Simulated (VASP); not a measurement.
## CoSi2: single point with PBE

Crystal: CoSi2.

```
CELL_PARAMETERS angstrom
0.00000 2.65285 2.65285
2.65285 0.00000 2.65285
2.65285 2.65285 0.00000
ATOMIC_POSITIONS crystal
Co 0.00000 0.00000 0.00000
Si 0.25000 0.25000 0.25000
Si 0.75000 0.75000 0.75000
```

```json
{
 "Program": "VASP 6.6.1",
 "Task": "single point",
 "Functional": "PBE",
 "Potentials or basis": "VASP PAW PBE potentials, release 64 (Co, Si)",
 "Cutoff": "520 eV",
 "k mesh": "14 × 14 × 14",
 "Occupations": "gaussian, width 0.1 eV",
 "Spin": "no spin polarisation",
 "Dipole correction": "no",
 "Further INCAR settings": "ALGO = Normal; EDIFF = 1e-06; NBANDS = 16"
}
```

The pressure is 5.7 GPa. The band gap on the k mesh is zero (an odd number of electrons rules out a gap without spin polarisation).

Levels at points of the mesh, in eV from the Fermi level:
| k point | band 6 | band 7 | band 8 | band 9 | band 10 | band 11 | band 12 | band 13 |
| --- | --- | --- | --- | --- | --- | --- | --- | --- |
| (0.00, 0.00, 0.00) | -2.02 | 1.03 | 3.44 | 3.44 | 3.44 | 3.51 | 3.51 | 3.51 |
| (0.50, 0.00, 0.00) | -1.72 | -1.72 | -0.50 | -0.50 | 2.77 | 3.48 | 3.48 | 4.58 |
| (0.50, 0.50, 0.00) | -2.05 | -2.05 | -2.01 | -1.41 | 1.68 | 2.93 | 8.57 | 9.86 |

Run time: 31 s on 1 thread of Intel(R) Xeon(R) Platinum 8559C (Emerald Rapids), on a shared host, peak memory 0.19 GiB.

Caveat: the cell stands under pressure; the run has no spin polarisation, though such a crystal can be magnetic. Spin polarisation is off, so any magnetic state and its effect on volume and gap are missing.
